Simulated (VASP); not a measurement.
# Al15SiN16 (a cell with a defect) in VASP: a series of runs, part 3 of 3

VASP 6.6.1. Earlier steps stand in the parts before.

## 6. Single point, LDA

The input, INCAR:

```
ALGO = Normal
EDIFF = 1E-6
ENCUT = 520
GGA_COMPAT = False
ISIF = 2
ISMEAR = -1
LASPH = True
LCHARG = False
LREAL = Auto
LWAVE = False
NBANDS = 86
NELECT = 130.0
NELM = 120
PREC = Accurate
SIGMA = 0.01
```

The input, KPOINTS:

```
Automatic mesh
0
Gamma
  1 1 1
  0.25 0.25 0.25
```

The input, POSCAR:

```
Al15SiN16
1.0
    6.2595139128      0.0000000578      0.0000000000
   -3.1297570064      5.4208980350      0.0000000000
    0.0000000000      0.0000000000     10.0348065929
Al Si N
15 1 16
Direct
    0.3443848831      0.1529369703      0.2589027886
    0.3337102011      0.1648997331      0.7481420603
    0.1644548804      0.3341122245      1.0108531027
    0.3402391872      0.6931480073      0.2577131044
    0.1797119031      0.8375493624      0.4917878326
    0.3352126529      0.6692503651      0.7499457203
    0.1622676366      0.8339197050      0.9953389793
    0.8044432473      0.1573146490      0.2578875827
    0.6597072494      0.3183826511      0.4916721470
    0.8293311385      0.1639155455      0.7499109777
    0.6640532512      0.3358740799      0.9953354048
    0.8296388531      0.6678402865      0.2437237150
    0.6691081615      0.8292521601      0.4985298824
    0.8342421903      0.6638453063      0.7443956358
    0.6659426563      0.8321256343      0.9986370037
    0.1656030567      0.3325797868      0.5118825220
    0.3140721410      0.1820972373      0.4535788012
    0.1640599501      0.3338621352      0.1991452729
    0.3280889895      0.1698122072      0.9357161209
    0.1660812279      0.3326105146      0.6894491216
    0.3237682972      0.6351697967      0.4557947926
    0.1527062568      0.8294472334      0.1793460946
    0.3298513494      0.6667849224      0.9379479991
    0.1699153519      0.8320914614      0.6858619847
    0.8626438053      0.1755756788      0.4555400103
    0.6676604148      0.3443432044      0.1794367309
    0.8319010030      0.1685880245      0.9379354174
    0.6658182369      0.3286723085      0.6857582935
    0.8346782383      0.6632697282      0.4368327191
    0.6674998289      0.8303734530      0.1855178108
    0.8302684286      0.6677881152      0.9312111478
    0.6687956119      0.8308211678      0.6888611874
```

Potentials or basis: VASP PAW LDA potentials, release 64 (Al, Si, N).

Command:

```
$ cat potpaw_LDA.64/Al/POTCAR potpaw_LDA.64/Si/POTCAR potpaw_LDA.64/N/POTCAR > POTCAR
$ mpirun -np 1 vasp_std > vasp.out
```

OUTCAR:

```text
EDIFF = 1E-6
   ENCUT = 520
   ISIF = 2
   ISMEAR = -1
   LASPH = True
   LREAL = Auto
   NELECT = 130.0
   NELM = 120
   PREC = Accurate

 ion  position               nearest neighbor table
   1  0.344  0.153  0.259-  26 1.93  22 1.94  17 1.98  18 2.05   4 2.87   8 2.87   9 2.89   5 2.90
                            12 3.14  12 3.14   7 3.16  11 3.17   3 3.17  16 3.20
   2  0.334  0.165  0.748-  19 1.88  28 1.91  24 1.91  20 1.91  16 2.99  11 3.06   7 3.06  10 3.11
                             6 3.11   9 3.12   5 3.13  14 3.13  14 3.13   6 3.15  10 3.15   3 3.21
   3  0.164  0.334  0.011-  18 1.89  19 1.93  27 1.95  23 1.95  11 3.13   7 3.13  15 3.13  15 3.13
                             7 3.14  11 3.14   4 3.15   8 3.16   1 3.17   6 3.19  10 3.19   2 3.21
   4  0.340  0.693  0.258-  30 1.92  22 1.93  21 2.01  18 2.03   1 2.87   5 2.87   8 2.91  13 3.01
                            12 3.12  15 3.15  12 3.15   3 3.15   7 3.15  16 3.21   8 3.35
   5  0.180  0.838  0.492-  21 1.92  17 1.92  24 1.95  29 1.95   4 2.87   1 2.90   9 3.01  13 3.09
                            16 3.12   2 3.13   6 3.13  12 3.13  16 3.15  14 3.15  13 3.17   9 3.25
   6  0.335  0.669  0.750-  23 1.89  24 1.89  32 1.91  20 1.92  16 3.01   7 3.07  15 3.07  10 3.09
                            13 3.11   2 3.11  14 3.12   5 3.13  14 3.14   2 3.15  10 3.16   3 3.19
   7  0.162  0.834  0.995-  22 1.85  23 1.90  31 1.91  19 1.92   2 3.06   6 3.07  12 3.08  14 3.08
                            15 3.10  11 3.12   3 3.13   3 3.14  11 3.14   4 3.15  15 3.16   1 3.16
   8  0.804  0.157  0.258-  30 1.92  26 1.93  25 2.01  18 2.04   1 2.87   9 2.87   4 2.91  13 3.00
                            12 3.12  15 3.15  12 3.15  11 3.15   3 3.16  16 3.21   4 3.35
   9  0.660  0.318  0.492-  25 1.92  17 1.93  28 1.95  29 1.95   8 2.87   1 2.89   5 3.01  13 3.09
                             2 3.12  12 3.13  16 3.13  10 3.13  16 3.14  14 3.15  13 3.17   5 3.25
  10  0.829  0.164  0.750-  27 1.89  28 1.89  32 1.91  20 1.92  16 3.00  11 3.07  15 3.08   6 3.09
                             2 3.11  13 3.11  14 3.11   9 3.13  14 3.15   2 3.15   6 3.16   3 3.19
  11  0.664  0.336  0.995-  26 1.85  27 1.91  31 1.91  19 1.92   2 3.06  10 3.07  12 3.07  14 3.08
                            15 3.10   7 3.12   3 3.13   7 3.14   3 3.14   8 3.15  15 3.16   1 3.17
  12  0.830  0.668  0.244-  30 1.85  22 1.87  26 1.87  29 1.94  15 3.03  11 3.07   7 3.08  13 3.10
                             8 3.12   4 3.12   9 3.13   5 3.13   1 3.14   1 3.14   4 3.15   8 3.15
  13  0.669  0.829  0.499-  29 1.90  32 1.91  21 1.93  25 1.93   8 3.00   4 3.01  14 3.05   5 3.09
                             9 3.09  12 3.10   6 3.11  10 3.11  16 3.13  16 3.13   9 3.17   5 3.17
  14  0.834  0.664  0.744-  31 1.88  32 1.89  28 1.91  24 1.91  13 3.05  11 3.08   7 3.08  10 3.11
[... 241 lines left out ...]
  ext. energy  EPLUGINS =         0.00000000
  ---------------------------------------------------
  free energy    TOTEN  =      -253.36476512 eV

  energy without entropy =     -253.36476512  energy(sigma->0) =     -253.36476512

 E-fermi :  10.0929     XC(G=0): -11.2428

 val. band max:        9.8513931446   @ k =   0.5000  -0.2500   0.2500
 cond. band min:      10.9154573277   @ k =  -0.2500  -0.2500   0.2500
 fundamental gap:      1.0640641831
 Fermi energy:        10.0928503120

 k-point     1 :       0.2500    0.2500    0.2500
  band No.  band energies     occupation
      1      -9.4808      2.00000
      2      -8.4888      2.00000
      3      -8.2446      2.00000
      4      -8.0728      2.00000
      5      -7.8605      2.00000
      6      -7.6403      2.00000
[... 469 lines left out ...]
     76      12.5741      0.00000
     77      12.7334      0.00000
 [bands above 77 left out]

------------------------ aborting loop because EDIFF is reached ----------------------------------------

  FORCE on cell =-STRESS in cart. coord.  units (eV):
  Direction    XX          YY          ZZ          XY          YZ          ZX
  --------------------------------------------------------------------------------------
  -------------------------------------------------------------------------------------
  Total       -8.2519712    -10.8476153      4.5187824     -2.3142463     -0.4512761      0.7081965
  in kB      -38.8282152    -51.0415672     21.2623447    -10.8892834     -2.1234010      3.3322953
  external PRESSURE =     -22.8691459 kB  Pullay stress =       0.0000000 kB

 VOLUME and BASIS-vectors are now :
 -----------------------------------------------------------------------------
  energy-cutoff  :      520.00
  volume of cell :      340.50
      direct lattice vectors                 reciprocal lattice vectors
     6.259513913  0.000000058  0.000000000     0.159756813  0.092235641  0.000000000
    -3.129757006  5.420898035  0.000000000    -0.000000002  0.184471279  0.000000000
     0.000000000  0.000000000 10.034806593     0.000000000  0.000000000  0.099653141

 POSITION                                       TOTAL-FORCE (eV/Angst)
 -----------------------------------------------------------------------------------
      1.67703      0.82906      2.59804         0.026237     -0.028202     -0.125493
      1.57277      0.89390      7.50746         0.075325     -0.089066      0.017881
     -0.01628      1.81119      0.10891        -0.121701      0.051637     -0.019196
     -0.03965      3.75748      2.58610         0.136203     -0.047084      0.025757
     -1.49642      4.54027      4.93500        -0.150759     -0.069313      0.116503
      0.00368      3.62794      7.52556         0.099293     -0.056822      0.037647
[... 24 lines left out ...]
      3.10706      3.62001      9.34452         0.090644     -0.057995     -0.020815
      1.58607      4.50380      6.91259        -0.206530      0.074856     -0.080018
 -----------------------------------------------------------------------------------
    total drift:                               -0.003526     -0.001015      0.003241

  FREE ENERGIE OF THE ION-ELECTRON SYSTEM (eV)
  ---------------------------------------------------
  free  energy   TOTEN  =      -253.3647651177 eV

  energy  without entropy=     -253.3647651177  energy(sigma->0) =     -253.36476512
```

Run time: 4.4 min. Hardware: 1 thread of AMD EPYC 9R45 (Zen 5), shared host; peak memory 0.37 GiB.

Results:

```yaml
Free_energy: -253.3648 eV
Largest_force: 0.309 eV/Å
```

Forces in eV/Å, atoms in the order of the input:
```
Al   0.026 -0.028 -0.125
Al   0.075 -0.089  0.018
Al  -0.122  0.052 -0.019
Al   0.136 -0.047  0.026
Al  -0.151 -0.069  0.117
Al   0.099 -0.057  0.038
Al  -0.113 -0.014  0.009
Al   0.110 -0.073 -0.003
Al  -0.026  0.160  0.120
Al   0.123 -0.063  0.053
Al  -0.020  0.083  0.019
Al   0.145 -0.096 -0.052
Al  -0.165  0.127 -0.051
Al   0.102 -0.019  0.033
Al  -0.115  0.093  0.027
Si   0.016 -0.045  0.014
N    0.000  0.058  0.304
N   -0.103  0.055 -0.082
N    0.169 -0.079  0.052
N   -0.069  0.032 -0.160
N   -0.126 -0.050 -0.132
N   -0.032  0.003  0.205
N    0.176 -0.087 -0.050
N   -0.179  0.095  0.005
N    0.031  0.084 -0.094
N   -0.005  0.068  0.206
N    0.121 -0.106 -0.047
N   -0.141  0.098  0.003
N    0.227 -0.135 -0.034
N   -0.075  0.034 -0.296
N    0.091 -0.058 -0.021
N   -0.207  0.075 -0.080
```

Caveat: the k points lie up to 1.16 Å⁻¹ apart; the cell carries a net charge on a neutralising background, which shifts energy and pressure; the cell is charged against a uniform background, so pressure and absolute levels hang on convention.
